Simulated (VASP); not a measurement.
Input of a VASP 6.6.1 run:

The input INCAR:

```
SYSTEM = W
  ALGO = Normal
  EDIFF = 1E-7
  EDIFFG = -0.03
  ENCUT = 600
  GGA = PE
  IBRION = 2
  ISIF = 3
  ISMEAR = 1
  LASPH = .TRUE.
  LCHARG = .FALSE.
  LREAL = .FALSE.
  LWAVE = .FALSE.
  NELM = 80
  NSW = 80
  PREC = Accurate
  SIGMA = 0.1
```

File KPOINTS:

```
k-points
0
G
  8 8 8
  0 0 0
```

POSCAR

```
W
1.0
    2.6396560286      0.0000000000      0.0000000000
    0.0000000000      2.6396560286      0.0000000000
    0.0000000000      0.0000000000      2.6396560286
W
1
Direct
    0.0000000000      0.0000000000      0.0000000000
```

Potentials or basis: VASP PAW PBE potentials, release 64 (W_sv).

Command:

```bash
$ cat potpaw_PBE.64/W_sv/POTCAR > POTCAR
$ mpirun -np 1 vasp_std > vasp.out
```

(1) Predict the relaxed volume.

(2) What does it give for the relaxed cell?

Results:

(1) 18.48 Å³/atom.

(2) a = 2.644 Å, b = 2.644 Å, c = 2.644 Å, α = 90.00°, β = 90.00°, γ = 90.00°.
